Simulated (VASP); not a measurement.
# LaB6 (Pm-3m) in VASP: settings compared

LaB6 is run at these levels: r2SCAN, r2SCAN+U; tasks: relaxation of the atoms, single point.

Program: VASP 6.6.1. These are calculated values, not measurements. Logs are shortened: lines on timing, memory, paths and dates and some standing lists are left out, and cuts for length are marked.

**1. The cell of the first run**

It takes space group Pm-3m (No. 221, cubic). Conventional cell: a = 4.096 Å, b = 4.096 Å, c = 4.096 Å, α = 90.00°, β = 90.00°, γ = 90.00°. La (site symmetry m-3m) has 24 B at 3.01 Å and 6 La at 4.10 Å within 4.1 Å. B (site symmetry 4mm) has 5 B at 1.64 to 1.74 Å within 2.2 Å.

**2. Relaxation of the atoms, r2SCAN (9.82 Å³/atom)**

The input, POSCAR:

```
LaB6
1.0
    4.0962244949      0.0000000000      0.0000000000
    0.0000000000      4.0962244949      0.0000000000
    0.0000000000      0.0000000000      4.0962244949
La B
1 6
Direct
    0.0000000000      0.0000000000      0.0000000000
    0.1997885033      0.5000000000      0.5000000000
    0.8002114967      0.5000000000      0.5000000000
    0.5000000000      0.5000000000      0.1997885033
    0.5000000000      0.5000000000      0.8002114967
    0.5000000000      0.1997885033      0.5000000000
    0.5000000000      0.8002114967      0.5000000000
```

The input, INCAR.step1:

```
ALGO     = Normal         # electronic algorithm
EDIFF    = 1E-4           # SCF threshold, eV
ENCUT    = 520            # plane-wave cutoff, eV
GGA      = PE             # functional
ISMEAR   = 0              # smearing method
LASPH    = T              # aspherical terms in the spheres
LCHARG   = F              # write CHGCAR
LREAL    = F              # projectors in reciprocal space
LWAVE    = T              # write WAVECAR
NELM     = 80             # most SCF steps
PREC     = Accurate       # precision mode
SIGMA    = 0.05           # smearing width, eV
```

The input, INCAR.step2:

```
ALGO     = Normal         # electronic algorithm
EDIFF    = 1E-6           # SCF threshold, eV
EDIFFG   = -0.01          # ionic threshold
ENCUT    = 520            # plane-wave cutoff, eV
IBRION   = 2              # ionic algorithm
ISIF     = 2              # what is computed and relaxed
ISMEAR   = 0              # smearing method
ISTART   = 1            
LASPH    = T              # aspherical terms in the spheres
LCHARG   = F              # write CHGCAR
LMIXTAU  = T            
LREAL    = F              # projectors in reciprocal space
LWAVE    = F              # write WAVECAR
METAGGA  = R2SCAN         # meta-GGA
NELM     = 80             # most SCF steps
NSW      = 60             # ionic steps
PREC     = Accurate       # precision mode
SIGMA    = 0.05           # smearing width, eV
```

The input, KPOINTS:

```
k-points
0
Gamma
  8 8 8
```

Potentials or basis: VASP PAW PBE potentials, release 64 (La, B).

Run with:

```console
$ cat potpaw_PBE.64/La/POTCAR potpaw_PBE.64/B/POTCAR > POTCAR
$ cp INCAR.step1 INCAR
$ mpirun -np 1 vasp_std > vasp.out
$ cp INCAR.step2 INCAR
$ mpirun -np 1 vasp_std > vasp.out
```

OUTCAR:

```text
EDIFF = 1E-6
   EDIFFG = -0.01
   ENCUT = 520
   IBRION = 2
   ISIF = 2
   ISMEAR = 0
   ISTART = 1
   LASPH = T
   LREAL = F
   METAGGA = R2SCAN
   NELM = 80
   NSW = 60
   PREC = Accurate

 ion  position               nearest neighbor table
   1  0.000  0.000  0.000-
   2  0.200  0.500  0.500-   3 1.64   4 1.74   5 1.74   6 1.74   7 1.74
   3  0.800  0.500  0.500-   2 1.64   4 1.74   5 1.74   6 1.74   7 1.74
   4  0.500  0.500  0.200-   5 1.64   3 1.74   2 1.74   6 1.74   7 1.74
   5  0.500  0.500  0.800-   4 1.64   3 1.74   2 1.74   6 1.74   7 1.74
   6  0.500  0.200  0.500-   7 1.64   3 1.74   4 1.74   5 1.74   2 1.74
   7  0.500  0.800  0.500-   6 1.64   3 1.74   4 1.74   5 1.74   2 1.74

  LATTYP: Found a simple cubic cell.
 ALAT       =     4.0962244949

  Lattice vectors:

 A1 = (   4.0962244949,   0.0000000000,   0.0000000000)
 A2 = (   0.0000000000,   4.0962244949,   0.0000000000)
 A3 = (   0.0000000000,   0.0000000000,   4.0962244949)

Analysis of symmetry for initial positions (statically):
=====================================================================
 Subroutine PRICEL returns:
 Original cell was already a primitive cell.

 Routine SETGRP: Setting up the symmetry group for a
 simple cubic supercell.

 Subroutine GETGRP returns: Found 48 space group operations
 (whereof 48 operations were pure point group operations)
 out of a pool of 48 trial point group operations.

The static configuration has the point symmetry O_h .

Analysis of symmetry for dynamics (positions and initial velocities):
=====================================================================
 Subroutine PRICEL returns:
 Original cell was already a primitive cell.

 Routine SETGRP: Setting up the symmetry group for a
 simple cubic supercell.

 Subroutine GETGRP returns: Found 48 space group operations
 (whereof 48 operations were pure point group operations)
 out of a pool of 48 trial point group operations.

The dynamic configuration has the point symmetry O_h .

 Subroutine INISYM returns: Found 48 space group operations
 (whereof 48 operations are pure point group operations),
 and found     1 'primitive' translations

----------------------------------------------------------------------------------------

                                     Primitive cell

  volume of cell :      68.7308

  direct lattice vectors                    reciprocal lattice vectors
     4.096224495  0.000000000  0.000000000     0.244127245  0.000000000  0.000000000
     0.000000000  4.096224495  0.000000000     0.000000000  0.244127245  0.000000000
     0.000000000  0.000000000  4.096224495     0.000000000  0.000000000  0.244127245

  length of vectors
     4.096224495  4.096224495  4.096224495     0.244127245  0.244127245  0.244127245

  position of ions in fractional coordinates (direct lattice)
     0.000000000  0.000000000  0.000000000
     0.199788503  0.500000000  0.500000000
     0.800211497  0.500000000  0.500000000
     0.500000000  0.500000000  0.199788503
     0.500000000  0.500000000  0.800211497
     0.500000000  0.199788503  0.500000000
     0.500000000  0.800211497  0.500000000

  ion indices of the primitive-cell ions
   primitive index   ion index
                 1           1
                 2           2
                 3           3
                 4           4
                 5           5
                 6           6
                 7           7

----------------------------------------------------------------------------------------

 KPOINTS: k-points

Automatic generation of k-mesh.
 Grid dimensions read from file:
 generate k-points for:    8    8    8

 Generating k-lattice:

  Cartesian coordinates                     Fractional coordinates (reciprocal lattice)
     0.030515906  0.000000000  0.000000000     0.125000000  0.000000000  0.000000000
     0.000000000  0.030515906  0.000000000     0.000000000  0.125000000  0.000000000
     0.000000000  0.000000000  0.030515906     0.000000000  0.000000000  0.125000000

  Length of vectors
[... 45 lines left out ...]
   ISMEAR =     0;   SIGMA  =   0.05  broadening in eV -4-tet -1-fermi 0-gaus
   EFERMI_NEDOS =   21; number of points for ismear=-14 and -15
   IALGO  =     38    algorithm
   IMIX   =      4    mixing-type and parameters
     AMIX     =   0.40;   BMIX     =  1.00
     AMIX_MAG =   1.60;   BMIX_MAG =  1.00
  volume/ion in A,a.u.               =       9.82        66.26
  Fermi-wavevector in a.u.,A,eV,Ry     =   1.227883  2.320363 20.513467  1.507697
  Thomas-Fermi vector in A             =   2.362830
   LORBIT       =      0    0 simple, 1 ext, 2 COOP (PROOUT), +10 PAW based schemes
   METAGGA = R2SCAN    functional components
   LHFCALC =     F    Hartree Fock is set to
   AEXX    =    0.0000 exact exchange contribution
   IVDW    =     0    specifies the selected vdW correction
   LEPSILON=     F    determine dielectric tensor
   LRPA    =     F    only Hartree local field effects (RPA)
 conjugate gradient relaxation of ions
 non-spin polarized calculation
 Gauss-broadening in eV      SIGMA  =   0.05
  energy-cutoff  :      520.00
  volume of cell :       68.73
 maximum number of plane-waves:      1863
   NGX = 15   NGY = 15   NGZ = 15

--------------------------------------- Ionic step        1  -------------------------------------------

 number of electron      29.0000003 magnetization

 Free energy of the ion-electron system (eV)
  ---------------------------------------------------
  ext. energy  EPLUGINS =         0.00000000
  ---------------------------------------------------
  free energy    TOTEN  =       -78.15137019 eV

  energy without entropy =      -78.15032959  energy(sigma->0) =      -78.15084989

------------------------ aborting loop because EDIFF is reached ----------------------------------------

  FORCE on cell =-STRESS in cart. coord.  units (eV):
  Direction    XX          YY          ZZ          XY          YZ          ZX
  --------------------------------------------------------------------------------------
  -------------------------------------------------------------------------------------
  Total        3.4129137      3.4129137      3.4129137      0.0000000      0.0000000     -0.0000000
  in kB       79.5581442     79.5581442     79.5581442      0.0000000      0.0000000     -0.0000000
  external PRESSURE =      79.5581442 kB  Pullay stress =       0.0000000 kB
[... 67 lines left out ...]
  energy  without entropy=      -78.1479224911  energy(sigma->0) =      -78.14845942

--------------------------------------- Ionic step        3  -------------------------------------------

 number of electron      29.0000003 magnetization

 Free energy of the ion-electron system (eV)
  ---------------------------------------------------
  ext. energy  EPLUGINS =         0.00000000
  ---------------------------------------------------
  free energy    TOTEN  =       -78.15183374 eV

  energy without entropy =      -78.15078496  energy(sigma->0) =      -78.15130935

 E-fermi :   9.0981     XC(G=0): -12.1373

 val. band max:        8.9682825474   @ k =   0.3750   0.2500   0.1250
 cond. band min:       9.1044996623   @ k =   0.2500   0.2500   0.0000
 fundamental gap:      0.1362171149
 Fermi energy:         9.0981470605

 k-point     1 :       0.0000    0.0000    0.0000
  band No.  band energies     occupation
      1     -25.1136      2.00000
      2      -8.4422      2.00000
      3      -8.4422      2.00000
      4      -8.4422      2.00000
      5      -7.7173      2.00000
      6       0.5541      2.00000
[... 10 lines left out ...]
     17       9.3801      0.00000
     18      10.8606      0.00000
[... 466 lines left out ...]
      2      -9.0115      2.00000
      3      -8.8432      2.00000
      4      -8.3510      2.00000
      5      -6.9980      2.00000
      6      -1.3342      2.00000
[... 10 lines left out ...]
     17      11.4394      0.00000
     18      11.4569      0.00000

 [... further k-points ...]

------------------------ aborting loop because EDIFF is reached ----------------------------------------

  FORCE on cell =-STRESS in cart. coord.  units (eV):
  Direction    XX          YY          ZZ          XY          YZ          ZX
  --------------------------------------------------------------------------------------
  -------------------------------------------------------------------------------------
  Total        3.3789962      3.3789962      3.3789962     -0.0000000      0.0000000      0.0000000
  in kB       78.7674960     78.7674960     78.7674960     -0.0000000      0.0000000      0.0000000
  external PRESSURE =      78.7674960 kB  Pullay stress =       0.0000000 kB
[... 22 lines left out ...]
  FREE ENERGIE OF THE ION-ELECTRON SYSTEM (eV)
  ---------------------------------------------------
  free  energy   TOTEN  =       -78.1518337377 eV

  energy  without entropy=      -78.1507849571  energy(sigma->0) =      -78.15130935

 reached required accuracy - stopping structural energy minimisation
```

Wall time 6.1 min (1 thread of Intel Xeon 8259CL, shared host); peak memory 0.22 GiB.

What came out:

```
Free energy               : -78.1518 eV
Energy gained by relaxing : 0.1 meV/atom
Ionic steps               : 3
Pressure after relaxing   : 7.9 GPa
Band gap on the k mesh    : zero (an odd number of electrons rules out a gap without spin polarisation)
```

Step by step:
| step | energy change (eV) | largest force (eV/Å) | pressure (GPa) |
| --- | --- | --- | --- |
| 1 | 0.0000 | 0.1055 | 7.96 |
| 2 | 0.0024 | 0.2612 | 7.70 |
| 3 | -0.0005 | 0.0002 | 7.88 |

Final structure:
```
La B
1.0
     4.09622    0.00000    0.00000
     0.00000    4.09622    0.00000
     0.00000    0.00000    4.09622
La B
1 6
Cartesian
  0.0000 0.0000 0.0000
  0.8169 2.0481 2.0481
  3.2793 2.0481 2.0481
  2.0481 2.0481 0.8169
  2.0481 2.0481 3.2793
  2.0481 0.8169 2.0481
  2.0481 3.2793 2.0481
```

Levels at points of the mesh, in eV from the Fermi level:
```tsv
k point	band 10	band 11	band 12	band 13	band 14	band 15	band 16	band 17	band 18
(0.00, 0.00, 0.00)	-7.59	-7.59	-1.99	-1.99	-1.99	0.28	0.28	0.28	1.76
(0.50, 0.00, 0.00)	-7.06	-3.75	-3.75	-3.43	-2.62	-1.57	1.78	1.78	1.85
(0.50, 0.50, 0.00)	-6.63	-4.83	-4.83	-3.10	-3.10	1.29	1.29	2.42	2.44
(0.50, 0.50, 0.50)	-5.07	-5.07	-2.54	-2.54	-2.54	1.82	2.18	2.18	2.18
```

Caveat: the PAW data sets were made with another functional, which shifts forces and pressure a little; spin-orbit coupling is left out, which moves the levels of the heavy elements; an odd number of electrons without spin polarisation forces a metal; a magnetic or distorted state may lie lower.

**3. Single point, r2SCAN+U**

This run uses another cell than the first one, of 10.23 Å³/atom.

The input, POSCAR:

```
LaB6
1.0
    4.1523441329      0.0000000000      0.0000000000
    0.0000000000      4.1523441329      0.0000000000
    0.0000000000      0.0000000000      4.1523441329
La B
1 6
Direct
    0.0000000000      0.0000000000      0.0000000000
    0.2000751123      0.5000000000      0.5000000000
    0.7999248877      0.5000000000      0.5000000000
    0.5000000000      0.5000000000      0.2000751123
    0.5000000000      0.5000000000      0.7999248877
    0.5000000000      0.2000751123      0.5000000000
    0.5000000000      0.7999248877      0.5000000000
```

The input, INCAR.step1:

```
PREC = Accurate
ENCUT = 520
ISMEAR = 0
SIGMA = 0.05
LREAL = False
LASPH = True
NELM = 150
LMAXMIX = 6
LDAU = True
LDAUTYPE = 2
LDAUL = 3 -1
LDAUU = 5 0
LDAUJ = 0 0
NBANDS = 24
GGA = PE
ALGO = Normal
EDIFF = 1E-4
LWAVE = True
LCHARG = False
```

The input, INCAR.step2:

```
PREC = Accurate
ENCUT = 520
EDIFF = 1E-7
ISMEAR = 0
SIGMA = 0.05
LREAL = False
LASPH = True
NELM = 150
ALGO = Normal
ISIF = 2
LWAVE = False
LCHARG = False
LMAXMIX = 6
LDAU = True
LDAUTYPE = 2
LDAUL = 3 -1
LDAUU = 5 0
LDAUJ = 0 0
LDAUPRINT = 1
METAGGA = R2SCAN
LMIXTAU = True
NBANDS = 24
ISTART = 1
```

The input, KPOINTS:

```
regular mesh
0
Gamma
  8 8 8
```

Potentials or basis: VASP PAW PBE potentials, release 64 (La, B).

Run with:

```console
$ cat potpaw_PBE.64/La/POTCAR potpaw_PBE.64/B/POTCAR > POTCAR
$ cp INCAR.step1 INCAR
$ mpirun -np 1 vasp_std > vasp.out
$ cp INCAR.step2 INCAR
$ mpirun -np 1 vasp_std > vasp.out
```

Run time: 2.5 min. Hardware: 1 thread of Intel Xeon 6975P-C (Granite Rapids), shared host; peak memory 0.22 GiB.

The run converged. Its results:

```
Free energy            : -77.8440 eV
Pressure               : 1.3 GPa
Largest force          : 0.038 eV/Å
Band gap on the k mesh : zero (an odd number of electrons rules out a gap without spin polarisation)
```

Forces in eV/Å, atoms in the order of the input:
```
La   0.000  0.000  0.000
B    0.038  0.000  0.000
B   -0.038  0.000  0.000
B    0.000  0.000  0.038
B    0.000  0.000 -0.038
B    0.000  0.038  0.000
B    0.000 -0.038  0.000
```

Levels at points of the mesh, in eV from the Fermi level:
```
           k point  band 10  band 11  band 12  band 13  band 14  band 15  band 16  band 17  band 18  band 19
(0.00, 0.00, 0.00)    -7.67    -7.67    -2.17    -2.17    -2.17     0.57     0.57     0.57     1.35     1.35
(0.50, 0.00, 0.00)    -7.13    -3.84    -3.84    -3.55    -2.76    -1.63     1.43     1.43     2.28     3.06
(0.50, 0.50, 0.00)    -6.68    -4.90    -4.90    -3.19    -3.19     1.65     1.65     2.62     3.13     3.20
(0.50, 0.50, 0.50)    -5.25    -5.25    -2.69    -2.69    -2.69     2.78     3.52     3.52     3.52     3.66
```

Eigenvalues of the final occupation matrices:
```tsv
site	spin	trace	eigenvalues
site 1 f	1	0.06	0.01 0.01 0.01 0.01 0.01 0.01 0.01
site 1 f	2	0.06	0.01 0.01 0.01 0.01 0.01 0.01 0.01
```

Caveat: the PAW data sets were made with another functional, which shifts forces and pressure a little; spin-orbit coupling is left out, which moves the levels of the heavy elements; an odd number of electrons without spin polarisation forces a metal; a magnetic or distorted state may lie lower; U without spin polarisation on a metal has little footing; the U is typed as a test and isn't derived for this compound.

**4. Single point, r2SCAN, collinear spin, zero start**

This run uses another cell than the first one, of 10.23 Å³/atom.

POSCAR is that of step 3.

The input, INCAR.step1:

```
SYSTEM = LaB6
ALGO = Normal ; EDIFF = 1E-4
ENCUT = 520 ; GGA = PE
ISMEAR = 0 ; ISPIN = 2
LASPH = .TRUE. ; LCHARG = .FALSE.
LMAXMIX = 6 ; LREAL = .FALSE.
LWAVE = .TRUE. ; MAGMOM = 0 0 0 0 0 0 0
NBANDS = 28 ; NELM = 150
PREC = Accurate ; SIGMA = 0.05
```

The input, INCAR.step2:

```
SYSTEM = LaB6
ALGO = Normal ; EDIFF = 1E-6
ENCUT = 520 ; ISIF = 2
ISMEAR = 0 ; ISPIN = 2
ISTART = 1 ; LASPH = .TRUE.
LCHARG = .FALSE. ; LMAXMIX = 6
LMIXTAU = .TRUE. ; LORBIT = 11
LREAL = .FALSE. ; LWAVE = .FALSE.
MAGMOM = 0 0 0 0 0 0 0 ; METAGGA = R2SCAN
NBANDS = 28 ; NELM = 150
PREC = Accurate ; SIGMA = 0.05
```

The input, KPOINTS:

```
k-points
0
G
  8 8 8
  0 0 0
```

Run with:

```console
$ cat potpaw_PBE.64/La/POTCAR potpaw_PBE.64/B/POTCAR > POTCAR
$ cp INCAR.step1 INCAR
$ mpirun -np 1 vasp_std > vasp.out
$ cp INCAR.step2 INCAR
$ mpirun -np 1 vasp_std > vasp.out
```

It took 3.2 min on 1 thread of Intel Xeon 6975P-C (Granite Rapids), shared host; peak memory 0.29 GiB.

The run converged. Its results:

- Free energy: -78.2218 eV
- Pressure: 0.0 GPa
- Largest force: 0.026 eV/Å
- Net moment: 0.00 μB per cell
- Valence electrons inside the program's atomic spheres: La 8.48; B 2.07

Forces on the atoms (eV/Å):
```
La   0.000  0.000  0.000
B   -0.026  0.000  0.000
B    0.026  0.000  0.000
B    0.000  0.000 -0.026
B    0.000  0.000  0.026
B    0.000 -0.026  0.000
B    0.000  0.026  0.000
```

Levels at points of the mesh, in eV from the Fermi level:
Spin up:
```tsv
k point	band 10	band 11	band 12	band 13	band 14	band 15	band 16	band 17	band 18	band 19
(0.00, 0.00, 0.00)	-7.49	-7.49	-1.98	-1.98	-1.98	0.28	0.28	0.28	1.66	1.66
(0.50, 0.00, 0.00)	-7.00	-3.71	-3.71	-3.39	-2.51	-1.58	1.67	1.67	1.70	2.18
(0.50, 0.50, 0.00)	-6.48	-4.71	-4.71	-3.07	-3.07	1.20	1.20	2.21	2.24	2.24
(0.50, 0.50, 0.50)	-5.05	-5.05	-2.54	-2.54	-2.54	1.67	2.01	2.01	2.01	2.03
```
Spin down:
```csv
k point,band 12,band 13,band 14,band 15,band 16,band 17
"(0.00, 0.00, 0.00)",-1.98,-1.98,-1.98,0.28,0.28,0.28
"(0.50, 0.00, 0.00)",-3.71,-3.39,-2.51,-1.58,1.67,1.67
"(0.50, 0.50, 0.00)",-4.71,-3.07,-3.07,1.20,1.20,2.21
"(0.50, 0.50, 0.50)",-2.54,-2.54,-2.54,1.67,2.01,2.01
```

Caveat: no moment was typed at the start, so none could form; the PAW data sets were made with another functional, which shifts forces and pressure a little; spin-orbit coupling is left out, which moves the levels of the heavy elements.

**5. Summary**

```csv
task,level,spin,U,cell,gap on the mesh (eV),pressure (GPa),largest force (eV/Å)
relaxation of the atoms,r2SCAN,off,-,"atoms relaxed from a = 4.096 Å, 7 atoms, atomic positions A",none,7.9,-
single point,r2SCAN+U,off,La f U = 5.0 eV,"a = 4.152 Å, 7 atoms, atomic positions B",none,1.3,0.04
single point,r2SCAN,"collinear, zero start",-,"a = 4.152 Å, 7 atoms, atomic positions B",none,0.0,0.03
```

Alike in all rows: potentials or basis VASP PAW PBE potentials, release 64 (La, B); k mesh 8 × 8 × 8; cutoff (eV) 520; smearing gaussian 0.05 eV.

Caveats: the PAW data sets were made with another functional, which shifts forces and pressure a little; spin-orbit coupling is left out, which moves the levels of the heavy elements; an odd number of electrons without spin polarisation forces a metal (at least some runs); a magnetic or distorted state may lie lower (at least some runs); U without spin polarisation on a metal has little footing (at least some runs); the U is typed as a test and isn't derived for this compound (at least some runs); no moment was typed at the start, so none could form (at least some runs).

Absolute energies hang on the potentials; compare differences alone.

The gap in the log of VASP goes by the Fermi energy; the results here count the filled bands.